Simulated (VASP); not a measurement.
# Y (I4/mmm) in VASP: a series of runs

Y is run at these levels: PBEsol; tasks: single point.

Everything below comes from runs of VASP 6.6.1. Logs are shortened: lines on timing, memory, paths and dates and some standing lists are left out, and cuts for length are marked.

## Step 1: The cell of the first run

Symmetry: I4/mmm, No. 139, tetragonal system. Conventional cell: a = 3.602 Å, b = 3.602 Å, c = 4.721 Å, α = 90.00°, β = 90.00°, γ = 90.00°. Y (site symmetry 4/mmm) has 12 Y at 3.47 to 3.60 Å within 4.6 Å.

## Step 2: Single point, PBEsol (strain +0.025 along x and y, -0.050 along z)

INCAR

```
  PREC = Accurate
  ENCUT = 520
  EDIFF = 1E-6
  ISMEAR = 0
  SIGMA = 0.15
  LREAL = F
  LASPH = T
  NELM = 80
  ALGO = Fast
  ISIF = 2
  LWAVE = F
  LCHARG = F
  GGA = PS
  NBANDS = 12
```

KPOINTS

```
regular mesh
0
Gamma
  16 16 16
```

POSCAR

```
Y
1.0
    0.0000000000      2.5471250000      2.3607500000
    2.5471250000      0.0000000000      2.3607500000
    2.5471250000      2.5471250000      0.0000000000
Y
1
Direct
    0.0000000000      0.0000000000      0.0000000000
```

Potentials or basis: VASP PAW PBE potentials, release 64 (Y_sv).

Started as:

```sh
> cat potpaw_PBE.64/Y_sv/POTCAR > POTCAR
> mpirun -np 1 vasp_std > vasp.out
```

OUTCAR:

```text
PREC = Accurate
   ENCUT = 520
   EDIFF = 1E-6
   ISMEAR = 0
   LREAL = F
   LASPH = T
   NELM = 80
   ISIF = 2
   GGA = PS

 ion  position               nearest neighbor table
   1  0.000  0.000  0.000-

  LATTYP: Found a body centered tetragonal cell.
 ALAT       =     3.6021787201
 C/A-ratio  =     1.3107345212

  Lattice vectors:

 A1 = (   0.0000000000,  -2.5471250000,  -2.3607500000)
 A2 = (   0.0000000000,   2.5471250000,  -2.3607500000)
 A3 = (   2.5471250000,   0.0000000000,   2.3607500000)

Analysis of symmetry for initial positions (statically):
=====================================================================
 Subroutine PRICEL returns:
 Original cell was already a primitive cell.

 Routine SETGRP: Setting up the symmetry group for a
 body centered tetragonal supercell.

 Subroutine GETGRP returns: Found 16 space group operations
 (whereof 16 operations were pure point group operations)
 out of a pool of 16 trial point group operations.

The static configuration has the point symmetry D_4h.

Analysis of symmetry for dynamics (positions and initial velocities):
=====================================================================
 Subroutine PRICEL returns:
 Original cell was already a primitive cell.

 Routine SETGRP: Setting up the symmetry group for a
 body centered tetragonal supercell.

 Subroutine GETGRP returns: Found 16 space group operations
 (whereof 16 operations were pure point group operations)
 out of a pool of 16 trial point group operations.

The dynamic configuration has the point symmetry D_4h.

 Subroutine INISYM returns: Found 16 space group operations
 (whereof 16 operations are pure point group operations),
 and found     1 'primitive' translations

----------------------------------------------------------------------------------------

                                     Primitive cell

  volume of cell :      30.6324

  direct lattice vectors                    reciprocal lattice vectors
     0.000000000  2.547125000  2.360750000    -0.196299750  0.196299750  0.211797098
     2.547125000  0.000000000  2.360750000     0.196299750 -0.196299750  0.211797098
     2.547125000  2.547125000  0.000000000     0.196299750  0.196299750 -0.211797098

  length of vectors
     3.472893078  3.472893078  3.602178720     0.349177884  0.349177884  0.349177884

  position of ions in fractional coordinates (direct lattice)
     0.000000000  0.000000000  0.000000000

  ion indices of the primitive-cell ions
   primitive index   ion index
                 1           1

----------------------------------------------------------------------------------------

 KPOINTS: regular mesh

Automatic generation of k-mesh.
 Grid dimensions read from file:
 generate k-points for:   16   16   16

 Generating k-lattice:

  Cartesian coordinates                     Fractional coordinates (reciprocal lattice)
    -0.012268734  0.012268734  0.013237319     0.062500000  0.000000000  0.000000000
     0.012268734 -0.012268734  0.013237319     0.000000000  0.062500000  0.000000000
     0.012268734  0.012268734 -0.013237319     0.000000000  0.000000000  0.062500000

  Length of vectors
     0.021823618  0.021823618  0.021823618

  Shift w.r.t. Gamma in fractional coordinates (k-lattice)
     0.000000000  0.000000000  0.000000000

 Subroutine IBZKPT returns following result:
 ===========================================

 Found    349 irreducible k-points:

 Following reciprocal coordinates:
            Coordinates               Weight
  0.000000  0.000000  0.000000      1.000000
  0.062500  0.000000  0.000000      8.000000
  0.125000  0.000000  0.000000      8.000000
  0.187500  0.000000  0.000000      8.000000
  0.250000  0.000000  0.000000      8.000000
  0.312500  0.000000  0.000000      8.000000
[... 16 lines left out ...]
 -0.125000  0.062500  0.000000      8.000000
 -0.062500  0.062500  0.000000      4.000000
 [... further k-points ...]
   k-points           NKPTS =    349   k-points in BZ     NKDIM =    349   number of bands    NBANDS=     12
   number of dos      NEDOS =    301   number of ions     NIONS =      1
   total plane-waves  NPLWV =  21952
   dimension x,y,z NGX =    28 NGY =   28 NGZ =   28
   dimension x,y,z NGXF=    56 NGYF=   56 NGZF=   56
   ions per type =               1
   NGX,Y,Z   is equivalent  to a cutoff of  13.40, 13.40, 12.92 a.u.
   NGXF,Y,Z  is equivalent  to a cutoff of  26.81, 26.81, 25.84 a.u.
 SYSTEM =  unknown system
   PREC   = accura    normal or accurate (medium, high low for compatibility)
   ISTART =      0    job   : 0-new  1-cont  2-samecut
   ICHARG =      2    charge: 1-file 2-atom 10-const
   ISPIN  =      1    spin polarized calculation?
   LNONCOLLINEAR =      F non collinear calculations
   LSORBIT =      F    spin-orbit coupling
   LASPH  =      T    aspherical Exc in radial PAW
   ENCUT  =  520.0 eV  38.22 Ry    6.18 a.u.   6.46  6.46  6.70*2*pi/ulx,y,z
   NELM   =     80;   NELMIN=  2; NELMDL= -5     # of ELM steps
   EDIFF  = 0.1E-05   stopping-criterion for ELM
   LREAL  =      F    real-space projection
[... 7 lines left out ...]
   TEBEG  =    0.0;   TEEND  =   0.0 temperature during run
   PSTRESS=    0.0 pullay stress
   NELECT =      11.0000    total number of electrons
   NUPDOWN=      -1.0000    fix difference up-down
   EMIN   =  10.00;   EMAX   =-10.00  energy-range for DOS
   EFERMI =   0.00;   METHOD = LEGACY
   ISMEAR =     0;   SIGMA  =   0.15  broadening in eV -4-tet -1-fermi 0-gaus
   EFERMI_NEDOS =   21; number of points for ismear=-14 and -15
   IALGO  =     68    algorithm
   IMIX   =      4    mixing-type and parameters
     AMIX     =   0.40;   BMIX     =  1.00
     AMIX_MAG =   1.60;   BMIX_MAG =  1.00
  volume/ion in A,a.u.               =      30.63       206.72
  Fermi-wavevector in a.u.,A,eV,Ry     =   1.163623  2.198928 18.422534  1.354018
  Thomas-Fermi vector in A             =   2.300170
   LORBIT       =      0    0 simple, 1 ext, 2 COOP (PROOUT), +10 PAW based schemes
   GGA     = PS    functional components
   LHFCALC =     F    Hartree Fock is set to
   AEXX    =    0.0000 exact exchange contribution
   IVDW    =     0    specifies the selected vdW correction
   LEPSILON=     F    determine dielectric tensor
   LRPA    =     F    only Hartree local field effects (RPA)
 non-spin polarized calculation
 RMM-DIIS sequential band-by-band and
 Gauss-broadening in eV      SIGMA  =   0.15
  energy-cutoff  :      520.00
  volume of cell :       30.63
 maximum number of plane-waves:       847
 NGX is ok and might be reduce to    28
   NGX = 13   NGY = 13   NGZ = 13

 number of electron      11.0000000 magnetization

 Free energy of the ion-electron system (eV)
  ---------------------------------------------------
  ext. energy  EPLUGINS =         0.00000000
  ---------------------------------------------------
  free energy    TOTEN  =        -6.79995150 eV

  energy without entropy =       -6.78369308  energy(sigma->0) =       -6.79182229

 E-fermi :   3.2839     XC(G=0):  -9.8074

 val. band max:        3.2833017996   @ k =  -0.3125   0.2500   0.0625
 cond. band min:       3.2948601228   @ k =   0.4375   0.0000   0.1875
 fundamental gap:      0.0115583232
 Fermi energy:         3.2838606517

 k-point     1 :       0.0000    0.0000    0.0000
  band No.  band energies     occupation
      1     -39.1709      2.00000
      2     -18.8370      2.00000
      3     -18.8370      2.00000
      4     -18.8326      2.00000
      5      -1.5812      2.00000
      6       4.9443      0.00000
      7       4.9443      0.00000
      8       5.5579      0.00000
      9       6.7958      0.00000
     10       7.6645      0.00000
     11      12.5027      0.00000
     12      15.3621      0.00000

 k-point     2 :       0.0625    0.0000    0.0000
  band No.  band energies     occupation
      1     -39.1677      2.00000
      2     -18.8640      2.00000
      3     -18.8419      2.00000
      4     -18.8363      2.00000
      5      -1.4759      2.00000
      6       4.8884      0.00000
      7       4.9907      0.00000
      8       5.5418      0.00000
      9       6.7552      0.00000
     10       7.5915      0.00000
     11      12.7474      0.00000
     12      15.1866      0.00000

 k-point     3 :       0.1250    0.0000    0.0000
  band No.  band energies     occupation
      1     -39.1584      2.00000
      2     -18.9444      2.00000
      3     -18.8558      2.00000
      4     -18.8424      2.00000
      5      -1.1710      2.00000
      6       4.6702      0.00000
      7       5.0937      0.00000
      8       5.5838      0.00000
      9       6.6931      0.00000
     10       7.4238      0.00000
     11      13.3495      0.00000
     12      14.5924      0.00000

 k-point     4 :       0.1875    0.0000    0.0000
  band No.  band energies     occupation
      1     -39.1444      2.00000
      2     -19.0625      2.00000
      3     -18.8765      2.00000
      4     -18.8514      2.00000
      5      -0.7016      2.00000
      6       4.3360      0.00000
      7       5.1434      0.00000
      8       5.6911      0.00000
      9       6.7697      0.00000
     10       7.2936      0.00000
     11      13.3944      0.00000
     12      14.6242      0.00000

 k-point     5 :       0.2500    0.0000    0.0000
  band No.  band energies     occupation
      1     -39.1279      2.00000
      2     -19.1986      2.00000
      3     -18.9008      2.00000
      4     -18.8619      2.00000
      5      -0.1310      2.00000
      6       4.0229      0.00000
      7       5.0542      0.00000
      8       5.7258      0.00000
      9       7.1110      0.00000
     10       7.3632      0.00000
     11      12.7326      0.00000
     12      15.1824      0.00000

 k-point     6 :       0.3125    0.0000    0.0000
  band No.  band energies     occupation
      1     -39.1113      2.00000
      2     -19.3313      2.00000
      3     -18.9249      2.00000
      4     -18.8724      2.00000
      5       0.4417      2.00000
      6       3.8405      0.00000
      7       4.8825      0.00000
      8       5.6348      0.00000
      9       7.6680      0.00000
     10       7.6767      0.00000
     11      12.1543      0.00000
     12      14.6903      0.00000

 k-point     7 :       0.3750    0.0000    0.0000
  band No.  band energies     occupation
      1     -39.0972      2.00000
      2     -19.4413      2.00000
      3     -18.9452      2.00000
      4     -18.8813      2.00000
      5       0.8907      2.00000
      6       3.8540      0.00000
      7       4.7149      0.00000
      8       5.4976      0.00000
      9       8.1052      0.00000
     10       8.3092      0.00000
     11      11.7670      0.00000
     12      13.5819      0.00000

 k-point     8 :       0.4375    0.0000    0.0000
  band No.  band energies     occupation
      1     -39.0877      2.00000
      2     -19.5136      2.00000
      3     -18.9587      2.00000
      4     -18.8872      2.00000
      5       1.1392      2.00000
      6       4.0095      0.00000
      7       4.5999      0.00000
      8       5.3869      0.00000
      9       8.4752      0.00000
     10       8.8602      0.00000
     11      11.6197      0.00000
     12      12.6068      0.00000
[... 166 lines left out ...]
 k-point    20 :      -0.3125    0.0625    0.0000
  band No.  band energies     occupation
      1     -39.1055      2.00000
      2     -19.3551      2.00000
      3     -18.9265      2.00000
      4     -18.9077      2.00000
      5       0.6650      2.00000
      6       3.8016      0.00000
      7       4.9176      0.00000
      8       5.3821      0.00000
      9       7.4936      0.00000
     10       8.2233      0.00000
     11      12.3688      0.00000
     12      14.2114      0.00000

 k-point    21 :      -0.2500    0.0625    0.0000
  band No.  band energies     occupation
      1     -39.1215      2.00000
      2     -19.2295      2.00000
      3     -18.9016      2.00000
      4     -18.8985      2.00000
      5       0.1121      2.00000
      6       3.9377      0.00000
      7       5.1132      0.00000
      8       5.5134      0.00000
      9       6.8765      0.00000
     10       7.8386      0.00000
     11      12.9484      0.00000
     12      15.1405      0.00000

 k-point    22 :      -0.1875    0.0625    0.0000
  band No.  band energies     occupation
      1     -39.1380      2.00000
      2     -19.0967      2.00000
      3     -18.8860      2.00000
      4     -18.8773      2.00000
      5      -0.4679      2.00000
      6       4.1901      0.00000
      7       5.2526      0.00000
      8       5.6355      0.00000
      9       6.4736      0.00000
     10       7.5721      0.00000
     11      13.5855      0.00000
     12      14.9234      0.00000

 k-point    23 :      -0.1250    0.0625    0.0000
  band No.  band energies     occupation
      1     -39.1526      2.00000
      2     -18.9778      2.00000
      3     -18.8714      2.00000
      4     -18.8574      2.00000
      5      -0.9680      2.00000
      6       4.4751      0.00000
      7       5.2092      0.00000
      8       5.6855      0.00000
      9       6.4131      0.00000
     10       7.4990      0.00000
     11      13.7318      0.00000
     12      14.5353      0.00000

 k-point    24 :      -0.0625    0.0625    0.0000
  band No.  band energies     occupation
      1     -39.1630      2.00000
      2     -18.8957      2.00000
      3     -18.8536      2.00000
      4     -18.8449      2.00000
      5      -1.3175      2.00000
      6       4.7153      0.00000
      7       5.0696      0.00000
      8       5.6554      0.00000
      9       6.5769      0.00000
     10       7.5573      0.00000
     11      13.0867      0.00000
     12      14.9018      0.00000

 [... further k-points ...]

------------------------ aborting loop because EDIFF is reached ----------------------------------------

  FORCE on cell =-STRESS in cart. coord.  units (eV):
  Direction    XX          YY          ZZ          XY          YZ          ZX
  --------------------------------------------------------------------------------------
  -------------------------------------------------------------------------------------
  Total       -0.1041226     -0.1041226      0.2833101      0.0000000      0.0000000      0.0000000
  in kB       -5.4459677     -5.4459677     14.8180857      0.0000000      0.0000000      0.0000000
  external PRESSURE =       1.3087167 kB  Pullay stress =       0.0000000 kB

 VOLUME and BASIS-vectors are now :
 -----------------------------------------------------------------------------
  energy-cutoff  :      520.00
  volume of cell :       30.63
      direct lattice vectors                 reciprocal lattice vectors
     0.000000000  2.547125000  2.360750000    -0.196299750  0.196299750  0.211797098
     2.547125000  0.000000000  2.360750000     0.196299750 -0.196299750  0.211797098
     2.547125000  2.547125000  0.000000000     0.196299750  0.196299750 -0.211797098

 POSITION                                       TOTAL-FORCE (eV/Angst)
 -----------------------------------------------------------------------------------
      0.00000      0.00000      0.00000         0.000000      0.000000      0.000000
 -----------------------------------------------------------------------------------
    total drift:                               -0.000000     -0.000000     -0.000000

  FREE ENERGIE OF THE ION-ELECTRON SYSTEM (eV)
  ---------------------------------------------------
  free  energy   TOTEN  =        -6.7999515045 eV

  energy  without entropy=       -6.7836930847  energy(sigma->0) =       -6.79182229
```

It took 2.8 min on 1 thread of Intel Xeon Platinum 8259CL at 2.50GHz (Skylake/Cascade Lake), shared host; peak memory 0.28 GiB.

What came out:

```yaml
Free_energy: -6.8000 eV
Pressure: 0.1 GPa
```

Levels at points of the mesh, in eV from the Fermi level:
```csv
k point,band 2,band 3,band 4,band 5,band 6,band 7,band 8,band 9,band 10,band 11
"(0.00, 0.00, 0.00)",-22.12,-22.12,-22.12,-4.87,1.66,1.66,2.27,3.51,4.38,9.22
"(0.50, 0.00, 0.00)",-22.82,-22.25,-22.17,-2.07,0.82,1.28,2.06,5.34,5.81,8.38
"(0.50, 0.50, 0.00)",-22.77,-22.43,-22.43,-1.84,-1.13,3.04,5.57,6.03,6.03,7.67
"(0.50, 0.00, 0.50)",-22.78,-22.38,-22.29,-1.93,-0.89,2.04,5.50,5.69,6.32,8.13
```

Caveat: the cell differs from its parent crystal (strain +0.025 along x and y, -0.050 along z); the PAW data sets were made with another functional, which shifts forces and pressure a little.

(Continued in part 2 of 2.)
